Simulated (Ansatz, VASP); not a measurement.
## One calculation of BP, two programs

```
B P
1.0
     0.00000    2.37111    2.26900
     2.26900    0.00000    2.26900
     2.26900    2.37111    0.00000
B P
1 1
Direct
  0.00000 0.00000 0.00000
  0.75000 0.75000 0.75000
```

Change from the starting cell: strain +0.0450 x Voigt [0, 1, 0, 0, 0, 0], atoms carried along.

Alike in both runs: task single point; functional r2SCAN; k mesh 10 × 10 × 10; occupations gaussian, width 0.05 eV; no spin polarisation.

|  | VASP | Ansatz |
| --- | --- | --- |
| version | VASP 6.6.1 | Ansatz 0.2.0 |
| potentials or method | VASP PAW PBE potentials, release 64 (B, P), cutoff 520 eV | scalar-relativistic, plane waves, PAW |
| valence electrons in the cell | 8 | 8 |

```tsv
	VASP	Ansatz	Ansatz less VASP
gap on the k mesh at the Fermi level (eV)	1.16	1.13	-0.029
least direct gap on the mesh (eV)	3.34	3.30	-0.039
pressure (GPa)	-7.5	-7.0	+0.47
traceless stress, the component that is largest in VASP (GPa)	-8.60	-8.56	+0.038
```

VASP's potentials were made for PBE, not for r2SCAN.
